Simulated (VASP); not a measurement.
Wanted: the native input for a VASP 6.6.1 run.

| Property | Result |
| --- | --- |
| Task | single point |
| Functional | PBE |
| Potentials or basis | VASP PAW PBE potentials, release 64 (Ni, O) |
| Cutoff | 520 eV |
| k mesh | 12 × 12 × 8 |
| Occupations | gaussian, width 0.05 eV |
| Spin | collinear spin, antiferromagnetic start |
| Starting moments | [1.45, -1.45, 0.0, 0.0] μB |
| Dipole correction | no |
| Further INCAR settings | ALGO = Normal; EDIFF = 1e-06; NBANDS = 28 |

The structure of NiO lies in POSCAR:

```
NiO
1.0
    2.8662779352      0.0000000000      0.0000000000
   -1.4331389676      2.4822695062      0.0000000000
    0.0000000000      0.0000000000      5.0128453268
Ni O
2 2
Direct
    0.0000000000      0.0000000000      0.0000000000
    0.0000000000      0.0000000000      0.5000000000
    0.3333333333      0.6666666667      0.2499999368
    0.6666666667      0.3333333333      0.7500000632
```

This cell differs from its parent crystal: volume scaled by 0.960.

One way to write it, as run:

INCAR

```
PREC     = Accurate       # precision mode
ENCUT    = 520            # plane-wave cutoff, eV
EDIFF    = 1E-6           # SCF threshold, eV
ISMEAR   = 0              # smearing method
SIGMA    = 0.05           # smearing width, eV
LREAL    = False          # projectors in reciprocal space
LASPH    = True           # aspherical terms in the spheres
NELM     = 150            # most SCF steps
ALGO     = Normal         # electronic algorithm
ISIF     = 2              # what is computed and relaxed
LWAVE    = False          # write WAVECAR
LCHARG   = False          # write CHGCAR
ISPIN    = 2              # spin polarisation
MAGMOM   = 1.45 -1.45 0 0 # initial moments
LORBIT   = 11             # projections on sites
LMAXMIX  = 4              # l up to which the mixer works
GGA      = PE             # functional
NBANDS   = 28             # bands
```

KPOINTS

```
regular mesh
0
Gamma
  12 12 8
```

Potentials or basis: VASP PAW PBE potentials, release 64 (Ni, O).

Command:

```bash
$ cat potpaw_PBE.64/Ni/POTCAR potpaw_PBE.64/O/POTCAR > POTCAR
$ mpirun -np 1 vasp_std > vasp.out
```

Results of the run:

```yaml
Pressure: 8.1 GPa
Band_gap_on_the_k_mesh: 0.75 eV, indirect (least direct gap 0.84 eV)
Net_moment: 0.00 μB per cell
Site_moments: Ni +1.28, -1.28; O +0.00 μB
Valence_electrons_inside_the_program's_atomic_spheres: Ni 9.09; O 4.97
```

Run time: 74 s on 1 thread of Intel(R) Xeon(R) Platinum 8559C (Emerald Rapids) (shared host), peak memory 0.27 GiB.
